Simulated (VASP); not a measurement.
# Be3ZnSe4 (P3m1) in VASP: notebook, part 2 of 2

VASP 6.6.1.

## (4) Single point, PBE

INCAR

```
SYSTEM = Be3ZnSe4
PREC     = Accurate       ! precision mode
ENCUT    = 520            ! plane-wave cutoff, eV
EDIFF    = 1E-6           ! SCF threshold, eV
ISMEAR   = 0              ! smearing method
SIGMA    = 0.02           ! smearing width, eV
LREAL    = .FALSE.        ! projectors in reciprocal space
LASPH    = .TRUE.         ! aspherical terms in the spheres
NELM     = 80             ! most SCF steps
ALGO     = Normal         ! electronic algorithm
ISIF     = 2              ! what is computed and relaxed
LWAVE    = .FALSE.        ! write WAVECAR
LCHARG   = .FALSE.        ! write CHGCAR
GGA      = PE             ! functional
NBANDS   = 31             ! bands
```

KPOINTS

```
regular mesh
0
G
  6 6 2
  0 0 0
```

POSCAR

```
Be3ZnSe4
1.0
    3.7472541317      0.0000000289      0.0000000000
   -1.8736270909      3.2452172581      0.0000000000
    0.0000000000      0.0000000000     12.4116806000
Be Zn Se
3 1 4
Direct
    0.6666666667      0.3333333333      0.0125380000
    0.6666666667      0.3333333333      0.4928060000
    0.0000000000      0.0000000000      0.2531180000
    0.0000000000      0.0000000000      0.7562110000
    0.6666666667      0.3333333333      0.1939280000
    0.6666666667      0.3333333333      0.6729290000
    0.0000000000      0.0000000000      0.4343310000
    0.0000000000      0.0000000000      0.9541390000
```

Potentials or basis: VASP PAW PBE potentials, release 64 (Be, Zn, Se).

Command:

```
$ cat potpaw_PBE.64/Be/POTCAR potpaw_PBE.64/Zn/POTCAR potpaw_PBE.64/Se/POTCAR > POTCAR
$ mpirun -np 1 vasp_std > vasp.out
```

OUTCAR:

```text
SYSTEM = Be3ZnSe4
   PREC = Accurate
   ENCUT = 520
   EDIFF = 1E-6
   ISMEAR = 0
   LREAL = .FALSE.
   LASPH = .TRUE.
   NELM = 80
   ISIF = 2
   GGA = PE

 ion  position               nearest neighbor table
   1  0.667  0.333  0.013-   5 2.25   8 2.28   8 2.28   8 2.28
   2  0.667  0.333  0.493-   6 2.24   7 2.28   7 2.28   7 2.28
   3  0.000  0.000  0.253-   7 2.25   5 2.28   5 2.28   5 2.28
   4  0.000  0.000  0.756-   6 2.40   6 2.40   6 2.40   8 2.46
   5  0.667  0.333  0.194-   1 2.25   3 2.28   3 2.28   3 2.28
   6  0.667  0.333  0.673-   2 2.24   4 2.40   4 2.40   4 2.40
   7  0.000  0.000  0.434-   3 2.25   2 2.28   2 2.28   2 2.28
   8  0.000  0.000  0.954-   1 2.28   1 2.28   1 2.28   4 2.46

  LATTYP: Found a hexagonal cell.
 ALAT       =     3.7472541317
 C/A-ratio  =     3.3122067956

  Lattice vectors:

 A1 = (   3.7472541317,   0.0000000289,   0.0000000000)
 A2 = (  -1.8736270909,   3.2452172581,   0.0000000000)
 A3 = (   0.0000000000,   0.0000000000,  12.4116806000)

Analysis of symmetry for initial positions (statically):
=====================================================================
 Subroutine PRICEL returns:
 Original cell was already a primitive cell.

 Routine SETGRP: Setting up the symmetry group for a
 hexagonal supercell.

 Subroutine GETGRP returns: Found  6 space group operations
 (whereof  6 operations were pure point group operations)
 out of a pool of 24 trial point group operations.

The static configuration has the point symmetry C_3v.

Analysis of symmetry for dynamics (positions and initial velocities):
=====================================================================
 Subroutine PRICEL returns:
 Original cell was already a primitive cell.

 Routine SETGRP: Setting up the symmetry group for a
 hexagonal supercell.

 Subroutine GETGRP returns: Found  6 space group operations
 (whereof  6 operations were pure point group operations)
 out of a pool of 24 trial point group operations.

[... 126 lines left out ...]
   GGA     = PE    functional components
   LHFCALC =     F    Hartree Fock is set to
   AEXX    =    0.0000 exact exchange contribution
   IVDW    =     0    specifies the selected vdW correction
   LEPSILON=     F    determine dielectric tensor
   LRPA    =     F    only Hartree local field effects (RPA)
 non-spin polarized calculation
 Gauss-broadening in eV      SIGMA  =   0.02
  energy-cutoff  :      520.00
  volume of cell :      150.93
 maximum number of plane-waves:      4086
 NGX is ok and might be reduce to    28
   NGX = 13   NGY = 13   NGZ = 47

 number of electron      42.0000006 magnetization

 Free energy of the ion-electron system (eV)
  ---------------------------------------------------
  ext. energy  EPLUGINS =         0.00000000
  ---------------------------------------------------
  free energy    TOTEN  =       -32.26205830 eV

  energy without entropy =      -32.26205830  energy(sigma->0) =      -32.26205830

 E-fermi :   3.2267     XC(G=0):  -9.3158

 val. band max:        3.1051130728   @ k =   0.0000   0.0000   0.0000
 cond. band min:       5.7009445664   @ k =   0.5000  -0.0000   0.0000
 fundamental gap:      2.5958314936
 Fermi energy:         3.2267143931

 k-point     1 :       0.0000    0.0000    0.0000
  band No.  band energies     occupation
      1     -10.8742      2.00000
      2     -10.4376      2.00000
      3     -10.2983      2.00000
      4      -9.7105      2.00000
      5      -3.6749      2.00000
      6      -3.6749      2.00000
[... 465 lines left out ...]
     30      10.4741      0.00000
     31      10.7931      0.00000

------------------------ aborting loop because EDIFF is reached ----------------------------------------

  FORCE on cell =-STRESS in cart. coord.  units (eV):
  Direction    XX          YY          ZZ          XY          YZ          ZX
  --------------------------------------------------------------------------------------
  -------------------------------------------------------------------------------------
  Total        0.1708270      0.1708270      0.1576421     -0.0000000      0.0000000     -0.0000000
  in kB        1.8133419      1.8133419      1.6733831     -0.0000000      0.0000000     -0.0000000
  external PRESSURE =       1.7666890 kB  Pullay stress =       0.0000000 kB

 VOLUME and BASIS-vectors are now :
 -----------------------------------------------------------------------------
  energy-cutoff  :      520.00
  volume of cell :      150.93
      direct lattice vectors                 reciprocal lattice vectors
     3.747254132  0.000000029  0.000000000     0.266862070  0.154072891  0.000000000
    -1.873627091  3.245217258  0.000000000    -0.000000002  0.308145778  0.000000000
     0.000000000  0.000000000 12.411680600     0.000000000  0.000000000  0.080569266

 POSITION                                       TOTAL-FORCE (eV/Angst)
 -----------------------------------------------------------------------------------
      1.87363      1.08174      0.15562        -0.000000      0.000000     -0.003865
      1.87363      1.08174      6.11655        -0.000000     -0.000000      0.001973
      0.00000      0.00000      3.14162        -0.000000      0.000000      0.004533
      0.00000      0.00000      9.38585         0.000000     -0.000000      0.009877
      1.87363      1.08174      2.40697         0.000000     -0.000000     -0.001607
      1.87363      1.08174      8.35218        -0.000000      0.000000     -0.015626
      0.00000      0.00000      5.39078        -0.000000      0.000000     -0.003899
      0.00000      0.00000     11.84247        -0.000000      0.000000      0.008614
 -----------------------------------------------------------------------------------
    total drift:                               -0.000001     -0.000000      0.000595

  FREE ENERGIE OF THE ION-ELECTRON SYSTEM (eV)
  ---------------------------------------------------
  free  energy   TOTEN  =       -32.2620582951 eV

  energy  without entropy=      -32.2620582951  energy(sigma->0) =      -32.26205830
```

OSZICAR:

```text
N       E                     dE             d eps       ncg     rms          rms(c)
DAV:   1     0.242724142261E+03    0.24272E+03   -0.17083E+04   868   0.125E+03
DAV:   2    -0.526035865556E+01   -0.24798E+03   -0.23278E+03   944   0.272E+02
DAV:   3    -0.322353475221E+02   -0.26975E+02   -0.26657E+02  1089   0.939E+01
DAV:   4    -0.329493906466E+02   -0.71404E+00   -0.71231E+00  1107   0.157E+01
DAV:   5    -0.329560879451E+02   -0.66973E-02   -0.66951E-02  1095   0.149E+00    0.753E+00
DAV:   6    -0.323384545695E+02    0.61763E+00   -0.11183E+00  1212   0.323E+01    0.531E+00
DAV:   7    -0.322583313004E+02    0.80123E-01   -0.97201E-01  1051   0.489E+00    0.160E+00
DAV:   8    -0.322611974870E+02   -0.28662E-02   -0.41640E-02  1105   0.133E+00    0.541E-01
DAV:   9    -0.322614667900E+02   -0.26930E-03   -0.14581E-02  1147   0.855E-01    0.150E-01
DAV:  10    -0.322617703481E+02   -0.30356E-03   -0.13144E-03  1097   0.503E-01    0.845E-02
DAV:  11    -0.322619836907E+02   -0.21334E-03   -0.42883E-04  1052   0.184E-01    0.270E-02
DAV:  12    -0.322620450965E+02   -0.61406E-04   -0.10182E-04  1068   0.973E-02    0.146E-02
DAV:  13    -0.322620547622E+02   -0.96657E-05   -0.16029E-05  1075   0.213E-02    0.674E-03
DAV:  14    -0.322620581828E+02   -0.34206E-05   -0.62530E-06  1059   0.280E-02    0.247E-03
DAV:  15    -0.322620582951E+02   -0.11238E-06   -0.85903E-07   805   0.809E-03
   1 F= -.32262058E+02 E0= -.32262058E+02  d E =-.276330E-19
```

stdout:

```text
POSCAR found type information on POSCAR BeZnSe
 POSCAR found :  3 types and       8 ions
 scaLAPACK will be used
 LDA part: xc-table for (Slater+PW92), standard interpolation
 POSCAR, INCAR and KPOINTS ok, starting setup
 FFT: planning ... GRIDC
 FFT: planning ... GRID_SOFT
 FFT: planning ... GRID
 WAVECAR not read
 entering main loop
```

Wall time 39 s (1 thread of Intel Xeon 6975P-C (Granite Rapids), shared host); peak memory 0.28 GiB.

Results:

```
Free energy            : -32.2621 eV
Pressure               : 0.2 GPa
Largest force          : 0.016 eV/Å
Band gap on the k mesh : 2.60 eV, indirect (least direct gap 2.64 eV)
```

Forces in eV/Å, atoms in the order of the input:
```
Be   0.000  0.000 -0.004
Be   0.000  0.000  0.002
Be   0.000  0.000  0.005
Zn   0.000  0.000  0.010
Se   0.000  0.000 -0.002
Se   0.000  0.000 -0.016
Se   0.000  0.000 -0.004
Se   0.000  0.000  0.009
```

Levels at points of the mesh, in eV from the valence-band top:
```csv
k point,band 19,band 20,band 21,band 22,band 23,band 24
"(0.00, 0.00, 0.00)",-0.62,0.00,0.00,2.64,3.10,3.51
"(0.50, 0.00, 0.00)",-2.19,-2.06,-1.12,2.60,2.80,3.21
"(0.00, 0.00, 0.50)",-0.81,-0.02,-0.02,3.12,3.23,3.44
"(0.50, 0.00, 0.50)",-2.05,-1.88,-1.20,2.64,2.86,2.98
```

A k mesh can miss the band edges. As with any semilocal functional, this PBE gap is likely too small.

## (5) Single point, PBE (volume scaled by 1.03, then relaxed in part)

INCAR

```
SYSTEM = Be3ZnSe4
  ALGO = Normal
  EDIFF = 1E-6
  ENCUT = 520
  GGA = PE
  ISIF = 2
  ISMEAR = 0
  LASPH = .TRUE.
  LCHARG = .FALSE.
  LREAL = .FALSE.
  LWAVE = .FALSE.
  NBANDS = 31
  NELM = 100
  PREC = Accurate
  SIGMA = 0.02
```

KPOINTS

```
k-points
0
G
  6 6 2
  0 0 0
```

POSCAR

```
Be3ZnSe4
1.0
    3.7863819155      0.0000000292      0.0000000000
   -1.8931909831      3.2791029127      0.0000000000
    0.0000000000      0.0000000000     12.5211804821
Be Zn Se
3 1 4
Direct
    0.6666666667      0.3333333333      0.0124836166
    0.6666666667      0.3333333333      0.4931566635
    0.0000000000      0.0000000000      0.2532600920
    0.0000000000      0.0000000000      0.7555383986
    0.6666666667      0.3333333333      0.1938812175
    0.6666666667      0.3333333333      0.6733709524
    0.0000000000      0.0000000000      0.4344360877
    0.0000000000      0.0000000000      0.9538729716
```

Command:

```
$ cat potpaw_PBE.64/Be/POTCAR potpaw_PBE.64/Zn/POTCAR potpaw_PBE.64/Se/POTCAR > POTCAR
$ mpirun -np 1 vasp_std > vasp.out
```

It took 42 s on 1 thread of Intel Xeon 6975P-C (Granite Rapids), shared host; peak memory 0.28 GiB.

Results (log left out):

```yaml
Free_energy: -32.2389 eV
Pressure: -1.8 GPa
Largest_force: 0.016 eV/Å
Band_gap_on_the_k_mesh: 2.53 eV, direct
```

Forces in eV/Å, atoms in the order of the input:
```
Be   0.000  0.000 -0.005
Be   0.000  0.000 -0.005
Be   0.000  0.000 -0.004
Zn   0.000  0.000  0.011
Se   0.000  0.000  0.004
Se   0.000  0.000 -0.016
Se   0.000  0.000  0.005
Se   0.000  0.000  0.011
```

Levels at points of the mesh, in eV from the valence-band top:
| k point | band 18 | band 19 | band 20 | band 21 | band 22 | band 23 | band 24 | band 25 |
| --- | --- | --- | --- | --- | --- | --- | --- | --- |
| (0.00, 0.00, 0.00) | -0.81 | -0.57 | 0.00 | 0.00 | 2.53 | 3.06 | 3.46 | 3.67 |
| (0.50, 0.00, 0.00) | -2.31 | -2.07 | -1.94 | -1.07 | 2.64 | 2.88 | 3.25 | 4.01 |
| (0.00, 0.00, 0.50) | -0.74 | -0.74 | -0.03 | -0.03 | 3.08 | 3.15 | 3.36 | 3.71 |
| (0.50, 0.00, 0.50) | -2.12 | -1.92 | -1.77 | -1.16 | 2.66 | 2.94 | 3.04 | 3.49 |

 A k mesh can miss the band edges.

## (6) Single point, PBE (volume scaled by 1.06, then relaxed in part)

INCAR

```
SYSTEM = Be3ZnSe4
ALGO = Normal
EDIFF = 1E-7
ENCUT = 520
GGA = PE
ISIF = 2
ISMEAR = 0
LASPH = .True.
LCHARG = .False.
LREAL = .False.
LWAVE = .False.
NBANDS = 31
NELM = 100
PREC = Accurate
SIGMA = 0.02
```

KPOINTS

```
k-points
0
Gamma
  6 6 2
  0 0 0
```

POSCAR

```
Be3ZnSe4
1.0
    3.8246434100      0.0000000295      0.0000000000
   -1.9123217306      3.3122383387      0.0000000000
    0.0000000000      0.0000000000     12.6293456787
Be Zn Se
3 1 4
Direct
    0.6666666667      0.3333333333      0.0124705488
    0.6666666667      0.3333333333      0.4934504814
    0.0000000000      0.0000000000      0.2533693565
    0.0000000000      0.0000000000      0.7548612959
    0.6666666667      0.3333333333      0.1938529747
    0.6666666667      0.3333333333      0.6737669419
    0.0000000000      0.0000000000      0.4345548231
    0.0000000000      0.0000000000      0.9536735776
```

Potentials or basis: VASP PAW PBE potentials, release 64 (Be, Zn, Se).

Command:

```
$ cat potpaw_PBE.64/Be/POTCAR potpaw_PBE.64/Zn/POTCAR potpaw_PBE.64/Se/POTCAR > POTCAR
$ mpirun -np 1 vasp_std > vasp.out
```

It took 46 s on 1 thread of Intel Xeon 6975P-C (Granite Rapids), shared host; peak memory 0.28 GiB.

Results (log left out):

```
Free energy            : -32.1650 eV
Pressure               : -3.4 GPa
Largest force          : 0.018 eV/Å
Band gap on the k mesh : 2.42 eV, direct
```

Forces on the atoms (eV/Å):
```
Be   0.000  0.000 -0.005
Be   0.000  0.000 -0.007
Be   0.000  0.000 -0.006
Zn   0.000  0.000  0.014
Se   0.000  0.000  0.008
Se   0.000  0.000 -0.018
Se   0.000  0.000  0.006
Se   0.000  0.000  0.009
```

Levels at points of the mesh, in eV from the valence-band top:
```
           k point  band 17  band 18  band 19  band 20  band 21  band 22  band 23  band 24  band 25  band 26
(0.00, 0.00, 0.00)    -0.75    -0.75    -0.52     0.00     0.00     2.42     3.02     3.41     3.60     4.42
(0.50, 0.00, 0.00)    -2.22    -2.20    -1.95    -1.84    -1.03     2.67     2.94     3.28     4.01     4.15
(0.00, 0.00, 0.50)    -1.17    -0.67    -0.67    -0.03    -0.03     3.01     3.08     3.30     3.60     4.46
(0.50, 0.00, 0.50)    -2.38    -2.01    -1.80    -1.66    -1.11     2.68     3.01     3.08     3.52     4.75
```

## (7) Overview

| cell | smearing | gap on the mesh (eV) | pressure (GPa) | largest force (eV/Å) |
| --- | --- | --- | --- | --- |
| a = 3.747, b = 3.747, c = 12.412 Å, angles 90.0, 90.0, 120.0°, 8 atoms | gaussian 0.1 eV | 2.60 | 0.2 | 0.02 |
| a = 3.747, b = 3.747, c = 12.412 Å, angles 90.0, 90.0, 120.0°, 8 atoms | gaussian 0.02 eV | 2.60 | 0.2 | 0.02 |
| a = 3.786, b = 3.786, c = 12.521 Å, angles 90.0, 90.0, 120.0°, 8 atoms | gaussian 0.02 eV | 2.53 | -1.8 | 0.02 |
| a = 3.825, b = 3.825, c = 12.629 Å, angles 90.0, 90.0, 120.0°, 8 atoms | gaussian 0.02 eV | 2.42 | -3.4 | 0.02 |

Alike in all rows: task single point; level PBE; potentials or basis VASP PAW PBE potentials, release 64 (Be, Zn, Se); no spin polarisation; k mesh 6 × 6 × 2; cutoff (eV) 520.

Absolute energies hang on the potentials; compare differences alone.
